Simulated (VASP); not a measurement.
Wanted: the native input for a VASP 6.6.1 run.

| Property | Result |
| --- | --- |
| Task | single point |
| Functional | PBE |
| Potentials or basis | VASP PAW PBE potentials, release 64 (Ba_sv, Ti_sv, O) |
| Cutoff | 520 eV |
| k mesh | 6 × 6 × 6 |
| Occupations | gaussian, width 0.05 eV |
| Spin | no spin polarisation |
| Hubbard terms | Ti d U = 4.0 eV |
| Dipole correction | no |
| Further INCAR settings | ALGO = Normal; EDIFF = 1e-06; NBANDS = 28 |

The structure of BaTiO3 lies in POSCAR:

```
BaTiO3
1.0
    3.9881783772      0.0000000000      0.0000000000
    0.0000000000      2.8589150647      2.8859183788
    0.0000000000     -2.8589150647      2.8859183788
Ba Ti O
1 1 3
Direct
    0.0000000000      0.0080771845      0.0080771845
    0.5000000000      0.5197092871      0.5197092871
    0.0000000000      0.4916268390      0.4916268390
    0.5000000000      0.4938075372      0.9829991522
    0.5000000000      0.9829991522      0.4938075372
```

This cell differs from its parent crystal: strain -0.0050 x Voigt [1, 1, 0, 0, 0, 0].

The input as run:

INCAR

```
  PREC = Accurate
  ENCUT = 520
  EDIFF = 1E-6
  ISMEAR = 0
  SIGMA = 0.05
  LREAL = F
  LASPH = T
  NELM = 150
  ALGO = Normal
  ISIF = 2
  LWAVE = F
  LCHARG = F
  LMAXMIX = 4
  LDAU = T
  LDAUTYPE = 2
  LDAUL = -1 2 -1
  LDAUU = 0 4 0
  LDAUJ = 0 0 0
  LDAUPRINT = 1
  GGA = PE
  NBANDS = 28
```

KPOINTS

```
regular mesh
0
Gamma
  6 6 6
```

Potentials or basis: VASP PAW PBE potentials, release 64 (Ba_sv, Ti_sv, O).

Command:

```bash
$ cat potpaw_PBE.64/Ba_sv/POTCAR potpaw_PBE.64/Ti_sv/POTCAR potpaw_PBE.64/O/POTCAR > POTCAR
$ mpirun -np 1 vasp_std > vasp.out
```

It gave:

- Pressure: 5.3 GPa
- Largest force: 0.655 eV/Å
- Band gap on the k mesh: 2.51 eV (least direct gap 2.92 eV)

Caveat: the cell differs from its parent crystal (strain -0.0050 x Voigt [1, 1, 0, 0, 0, 0]); the cell stands under pressure; spin-orbit coupling is left out, which moves the levels of the heavy elements.

Run time: 45 s on 1 thread of Intel(R) Xeon(R) 6975P-C (Granite Rapids), on a shared host, peak memory 0.23 GiB.
